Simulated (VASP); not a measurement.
# InSb2As3 (R-3m) in VASP: single point with PBE

Aim: the single point of InSb2As3 with PBE.

Everything below comes from runs of VASP 6.6.1. Logs are shortened: lines on timing, memory, paths and dates and some standing lists are left out, and cuts for length are marked.

## Step 1: The cell of the first run

It takes space group R-3m (No. 166, trigonal). Conventional cell: a = 5.689 Å, b = 5.689 Å, c = 16.992 Å, α = 90.00°, β = 90.00°, γ = 120.00°. Within 4.3 Å of In (site symmetry -3m) lie 6 As at 3.27 Å and 6 Sb at 3.57 Å. Within 3.8 Å of Sb (site symmetry 3m) lie 1 Sb at 2.86 Å and 6 As at 3.18 Å and 3 In at 3.57 Å. As (site symmetry 2/m) has 4 As at 2.84 Å and 4 Sb at 3.18 Å and 2 In at 3.27 Å within 3.7 Å.

The cell was generated, and may not be a known phase.

## Step 2: Single point, PBE

INCAR reads:

```
SYSTEM = InSb2As3
PREC = Accurate
ENCUT = 520
EDIFF = 1E-6
ISMEAR = 0
SIGMA = 0.1
LREAL = .False.
LASPH = .True.
NELM = 100
ALGO = Normal
ISIF = 2
LWAVE = .False.
LCHARG = .True.
GGA = PE
LELF = .True.
LVHAR = .True.
NBANDS = 28
```

KPOINTS reads:

```
regular mesh
0
Gamma
  12 12 12
  0 0 0
```

POSCAR reads:

```
InSb2As3
1.0
    2.8446704066      1.6423712250      5.6639947074
   -2.8446704066      1.6423712250      5.6639947074
    0.0000000000     -3.2847424500      5.6639947074
In Sb As
1 2 3
Direct
    0.0000000000      0.0000000000      0.0000000000
    0.5841290493      0.5841290493      0.5841290493
    0.4158709507      0.4158709507      0.4158709507
    0.0000000000      0.5000000000      0.0000000000
    0.5000000000      0.0000000000      0.0000000000
    0.0000000000      0.0000000000      0.5000000000
```

Potentials or basis: VASP PAW PBE potentials, release 64 (In_d, Sb, As).

Run with:

```console
> cat potpaw_PBE.64/In_d/POTCAR potpaw_PBE.64/Sb/POTCAR potpaw_PBE.64/As/POTCAR > POTCAR
> mpirun -np 1 vasp_std > vasp.out
```

OUTCAR:

```text
SYSTEM = InSb2As3
   PREC = Accurate
   ENCUT = 520
   EDIFF = 1E-6
   ISMEAR = 0
   LREAL = .False.
   LASPH = .True.
   NELM = 100
   ISIF = 2
   GGA = PE

 ion  position               nearest neighbor table
   1  0.000  0.000  0.000-   6 3.27   6 3.27   4 3.27   5 3.27   4 3.27   5 3.27   3 3.57   2 3.57
                             3 3.57   2 3.57   3 3.57   2 3.57
   2  0.584  0.584  0.584-   3 2.86   4 3.18   5 3.18   5 3.18   4 3.18   6 3.18   6 3.18   1 3.57
                             1 3.57   1 3.57
   3  0.416  0.416  0.416-   2 2.86   5 3.18   4 3.18   5 3.18   4 3.18   6 3.18   6 3.18   1 3.57
                             1 3.57   1 3.57
   4  0.000  0.500  0.000-   6 2.84   6 2.84   5 2.84   5 2.84   2 3.18   3 3.18   3 3.18   2 3.18
                             1 3.27   1 3.27
   5  0.500  0.000  0.000-   6 2.84   6 2.84   4 2.84   4 2.84   3 3.18   2 3.18   3 3.18   2 3.18
                             1 3.27   1 3.27
   6  0.000  0.000  0.500-   4 2.84   5 2.84   4 2.84   5 2.84   3 3.18   2 3.18   3 3.18   2 3.18
                             1 3.27   1 3.27

  LATTYP: Found a trigonal (rhomboedric) cell.
 ALAT       =     6.5475467931
 COS(alpha) =     0.6224828519

  Lattice vectors:

 A1 = (   2.8446704066,   1.6423712250,   5.6639947074)
 A2 = (  -2.8446704066,   1.6423712250,   5.6639947074)
 A3 = (   0.0000000000,  -3.2847424500,   5.6639947074)

Analysis of symmetry for initial positions (statically):
=====================================================================
 Subroutine PRICEL returns:
 Original cell was already a primitive cell.

 Routine SETGRP: Setting up the symmetry group for a
 trigonal (rhombohedral) supercell.

 Subroutine GETGRP returns: Found 12 space group operations
 (whereof 12 operations were pure point group operations)
 out of a pool of 12 trial point group operations.

The static configuration has the point symmetry D_3d.

Analysis of symmetry for dynamics (positions and initial velocities):
=====================================================================
 Subroutine PRICEL returns:
 Original cell was already a primitive cell.

 Routine SETGRP: Setting up the symmetry group for a
 trigonal (rhombohedral) supercell.

 Subroutine GETGRP returns: Found 12 space group operations
 (whereof 12 operations were pure point group operations)
 out of a pool of 12 trial point group operations.

The dynamic configuration has the point symmetry D_3d.

 Subroutine INISYM returns: Found 12 space group operations
 (whereof 12 operations are pure point group operations),
 and found     1 'primitive' translations

----------------------------------------------------------------------------------------

                                     Primitive cell

  volume of cell :     158.7733

  direct lattice vectors                    reciprocal lattice vectors
     2.844670407  1.642371225  5.663994707     0.175767287  0.101479291  0.058851279
    -2.844670407  1.642371225  5.663994707    -0.175767287  0.101479291  0.058851279
     0.000000000 -3.284742450  5.663994707     0.000000000 -0.202958581  0.058851279

  length of vectors
     6.547546793  6.547546793  6.547546793     0.211318855  0.211318855  0.211318855

  position of ions in fractional coordinates (direct lattice)
     0.000000000  0.000000000  0.000000000
     0.584129049  0.584129049  0.584129049
     0.415870951  0.415870951  0.415870951
     1.000000000  0.500000000  0.000000000
     0.500000000  1.000000000  0.000000000
     0.000000000  0.000000000  0.500000000

  ion indices of the primitive-cell ions
   primitive index   ion index
                 1           1
                 2           2
                 3           3
                 4           4
                 5           5
                 6           6

----------------------------------------------------------------------------------------

 KPOINTS: regular mesh

Automatic generation of k-mesh.
 Grid dimensions read from file:
 generate k-points for:   12   12   12

 Generating k-lattice:

  Cartesian coordinates                     Fractional coordinates (reciprocal lattice)
     0.014647274  0.008456608  0.004904273     0.083333333  0.000000000  0.000000000
    -0.014647274  0.008456608  0.004904273     0.000000000  0.083333333  0.000000000
     0.000000000 -0.016913215  0.004904273     0.000000000  0.000000000  0.083333333

  Length of vectors
     0.017609905  0.017609905  0.017609905

  Shift w.r.t. Gamma in fractional coordinates (k-lattice)
     0.000000000  0.000000000  0.000000000

 Subroutine IBZKPT returns following result:
 ===========================================

 Found    189 irreducible k-points:

 Following reciprocal coordinates:
            Coordinates               Weight
  0.000000  0.000000  0.000000      1.000000
  0.083333  0.000000  0.000000      6.000000
  0.166667  0.000000  0.000000      6.000000
  0.250000  0.000000  0.000000      6.000000
  0.333333  0.000000 -0.000000      6.000000
  0.416667  0.000000  0.000000      6.000000
[... 16 lines left out ...]
  0.500000  0.166667  0.000000     12.000000
 -0.416667  0.166667 -0.000000     12.000000
 [... further k-points ...]
   k-points           NKPTS =    189   k-points in BZ     NKDIM =    189   number of bands    NBANDS=     28
   number of dos      NEDOS =    301   number of ions     NIONS =      6
   total plane-waves  NPLWV = 125000
   dimension x,y,z NGX =    50 NGY =   50 NGZ =   50
   dimension x,y,z NGXF=   100 NGYF=  100 NGZF=  100
   ions per type =               1   2   3
   NGX,Y,Z   is equivalent  to a cutoff of  12.70, 12.70, 12.70 a.u.
   NGXF,Y,Z  is equivalent  to a cutoff of  25.39, 25.39, 25.39 a.u.
 SYSTEM =  InSb2As3
   PREC   = accura    normal or accurate (medium, high low for compatibility)
   ISTART =      0    job   : 0-new  1-cont  2-samecut
   ICHARG =      2    charge: 1-file 2-atom 10-const
   ISPIN  =      1    spin polarized calculation?
   LNONCOLLINEAR =      F non collinear calculations
   LSORBIT =      F    spin-orbit coupling
   LASPH  =      T    aspherical Exc in radial PAW
   ENCUT  =  520.0 eV  38.22 Ry    6.18 a.u.  12.17 12.17 12.17*2*pi/ulx,y,z
   NELM   =    100;   NELMIN=  2; NELMDL= -5     # of ELM steps
   EDIFF  = 0.1E-05   stopping-criterion for ELM
   LREAL  =      F    real-space projection
   EDIFFG = 0.1E-04   stopping-criterion for IOM
   NSW    =      0    number of steps for IOM
   IBRION =     -1    ionic relax: 0-MD 1-quasi-New 2-CG
   NFREE  =      0    steps in history (QN), initial steepest desc. (CG)
   ISIF   =      2    stress and relaxation
   ISYM   =      2    0-nonsym 1-usesym 2-fastsym
   POTIM  = 0.5000    time-step for ionic-motion
   TEBEG  =    0.0;   TEEND  =   0.0 temperature during run
   PSTRESS=    0.0 pullay stress
   NELECT =      38.0000    total number of electrons
   NUPDOWN=      -1.0000    fix difference up-down
   EMIN   =  10.00;   EMAX   =-10.00  energy-range for DOS
   EFERMI =   0.00;   METHOD = LEGACY
   ISMEAR =     0;   SIGMA  =   0.10  broadening in eV -4-tet -1-fermi 0-gaus
   EFERMI_NEDOS =   21; number of points for ismear=-14 and -15
   IALGO  =     38    algorithm
   IMIX   =      4    mixing-type and parameters
     AMIX     =   0.40;   BMIX     =  1.00
     AMIX_MAG =   1.60;   BMIX_MAG =  1.00
  volume/ion in A,a.u.               =      26.46       178.58
  Fermi-wavevector in a.u.,A,eV,Ry     =   1.016429  1.920772 14.056549  1.033127
  Thomas-Fermi vector in A             =   2.149772
   LORBIT       =      0    0 simple, 1 ext, 2 COOP (PROOUT), +10 PAW based schemes
   GGA     = PE    functional components
   LHFCALC =     F    Hartree Fock is set to
   AEXX    =    0.0000 exact exchange contribution
   IVDW    =     0    specifies the selected vdW correction
   LEPSILON=     F    determine dielectric tensor
   LRPA    =     F    only Hartree local field effects (RPA)
 non-spin polarized calculation
 Gauss-broadening in eV      SIGMA  =   0.10
  energy-cutoff  :      520.00
  volume of cell :      158.77
 maximum number of plane-waves:      4302
 NGX is ok and might be reduce to    50
   NGX = 25   NGY = 25   NGZ = 25

 number of electron      38.0000000 magnetization

 Free energy of the ion-electron system (eV)
  ---------------------------------------------------
  ext. energy  EPLUGINS =         0.00000000
  ---------------------------------------------------
  free energy    TOTEN  =       -22.85426054 eV

  energy without entropy =      -22.84240939  energy(sigma->0) =      -22.84833496

 E-fermi :   5.8726     XC(G=0):  -9.6472

 val. band max:        5.8703101430   @ k =  -0.3333   0.3333   0.3333
 cond. band min:       5.8747652837   @ k =   0.2500   0.0833   0.0833
 fundamental gap:      0.0044551407
 Fermi energy:         5.8725908399

 k-point     1 :       0.0000    0.0000    0.0000
  band No.  band energies     occupation
      1      -8.4976      2.00000
      2      -8.4454      2.00000
      3      -8.4454      2.00000
      4      -8.4397      2.00000
      5      -8.4397      2.00000
      6      -7.7858      2.00000
[... 20 lines left out ...]
     27      11.0898      0.00000
     28      12.1691      0.00000

 k-point     2 :       0.0833    0.0000    0.0000
  band No.  band energies     occupation
      1      -8.4941      2.00000
      2      -8.4457      2.00000
      3      -8.4454      2.00000
      4      -8.4397      2.00000
      5      -8.4397      2.00000
      6      -7.7474      2.00000
[... 20 lines left out ...]
     27      11.2261      0.00000
     28      11.9272      0.00000

 k-point     3 :       0.1667    0.0000    0.0000
  band No.  band energies     occupation
      1      -8.4857      2.00000
      2      -8.4466      2.00000
      3      -8.4455      2.00000
      4      -8.4395      2.00000
      5      -8.4395      2.00000
      6      -7.6303      2.00000
[... 20 lines left out ...]
     27      11.1997      0.00000
     28      11.5556      0.00000

 k-point     4 :       0.2500    0.0000    0.0000
  band No.  band energies     occupation
      1      -8.4767      2.00000
      2      -8.4476      2.00000
      3      -8.4457      2.00000
      4      -8.4391      2.00000
      5      -8.4390      2.00000
      6      -7.4317      2.00000
[... 20 lines left out ...]
     27      10.3438      0.00000
     28      11.3265      0.00000

 k-point     5 :       0.3333    0.0000   -0.0000
  band No.  band energies     occupation
      1      -8.4700      2.00000
      2      -8.4483      2.00000
      3      -8.4461      2.00000
      4      -8.4386      2.00000
      5      -8.4382      2.00000
      6      -7.1503      2.00000
[... 20 lines left out ...]
     27      10.0254      0.00000
     28      10.9253      0.00000

 k-point     6 :       0.4167    0.0000    0.0000
  band No.  band energies     occupation
      1      -8.4666      2.00000
      2      -8.4487      2.00000
      3      -8.4464      2.00000
      4      -8.4382      2.00000
      5      -8.4373      2.00000
      6      -6.7890      2.00000
[... 463 lines left out ...]
      5      -8.4370      2.00000
      6      -7.2981      2.00000
[... 20 lines left out ...]
     27       9.7330      0.00000
     28      10.9467      0.00000

 k-point    22 :       0.4167    0.1667    0.0000
  band No.  band energies     occupation
      1      -8.4652      2.00000
      2      -8.4491      2.00000
      3      -8.4460      2.00000
      4      -8.4387      2.00000
      5      -8.4364      2.00000
      6      -7.0125      2.00000
[... 20 lines left out ...]
     27       9.9266      0.00000
     28      10.3660      0.00000

 k-point    23 :       0.5000    0.1667    0.0000
  band No.  band energies     occupation
      1      -8.4629      2.00000
      2      -8.4489      2.00000
      3      -8.4470      2.00000
      4      -8.4383      2.00000
      5      -8.4365      2.00000
      6      -6.6491      2.00000
[... 20 lines left out ...]
     27       9.8250      0.00000
     28      10.3029      0.00000

 k-point    24 :      -0.4167    0.1667   -0.0000
  band No.  band energies     occupation
      1      -8.4622      2.00000
      2      -8.4487      2.00000
      3      -8.4478      2.00000
      4      -8.4383      2.00000
      5      -8.4372      2.00000
      6      -6.2992      2.00000
[... 20 lines left out ...]
     27       9.8384      0.00000
     28      10.5219      0.00000

 [... further k-points ...]

------------------------ aborting loop because EDIFF is reached ----------------------------------------

  FORCE on cell =-STRESS in cart. coord.  units (eV):
  Direction    XX          YY          ZZ          XY          YZ          ZX
  --------------------------------------------------------------------------------------
  -------------------------------------------------------------------------------------
  Total       -0.0355880     -0.0355880      0.0290461      0.0000000     -0.0000000      0.0000000
  in kB       -0.3591177     -0.3591177      0.2931032      0.0000000     -0.0000000      0.0000000
  external PRESSURE =      -0.1417107 kB  Pullay stress =       0.0000000 kB

 VOLUME and BASIS-vectors are now :
 -----------------------------------------------------------------------------
  energy-cutoff  :      520.00
  volume of cell :      158.77
      direct lattice vectors                 reciprocal lattice vectors
     2.844670407  1.642371225  5.663994707     0.175767287  0.101479291  0.058851279
    -2.844670407  1.642371225  5.663994707    -0.175767287  0.101479291  0.058851279
     0.000000000 -3.284742450  5.663994707     0.000000000 -0.202958581  0.058851279

 POSITION                                       TOTAL-FORCE (eV/Angst)
 -----------------------------------------------------------------------------------
      0.00000      0.00000      0.00000         0.000000      0.000000      0.000000
      0.00000      0.00000      9.92551         0.000000      0.000000      0.008038
      0.00000      0.00000      7.06647         0.000000     -0.000000     -0.008038
     -1.42234      0.82119      2.83200         0.000000      0.000000     -0.000000
      1.42234      0.82119      2.83200        -0.000000      0.000000      0.000000
      0.00000     -1.64237      2.83200         0.000000      0.000000     -0.000000
 -----------------------------------------------------------------------------------
    total drift:                                0.000000      0.000000     -0.000000

  FREE ENERGIE OF THE ION-ELECTRON SYSTEM (eV)
  ---------------------------------------------------
  free  energy   TOTEN  =       -22.8542605361 eV

  energy  without entropy=      -22.8424093855  energy(sigma->0) =      -22.84833496
```

It took 11 min on 1 thread of Intel Xeon Platinum 8488C (Sapphire Rapids), shared host; peak memory 0.96 GiB.

Results:

* Free energy: -22.8543 eV
* Pressure: 0.0 GPa
* Largest force: 0.008 eV/Å
* Band gap on the k mesh: zero (bands 19 and 20 overlap by 1.98 eV)

Forces on the atoms (eV/Å):
```
In   0.000  0.000  0.000
Sb   0.000  0.000  0.008
Sb   0.000  0.000 -0.008
As   0.000  0.000  0.000
As   0.000  0.000  0.000
As   0.000  0.000  0.000
```

Caveat: spin-orbit coupling is left out, which moves the levels of the heavy elements.
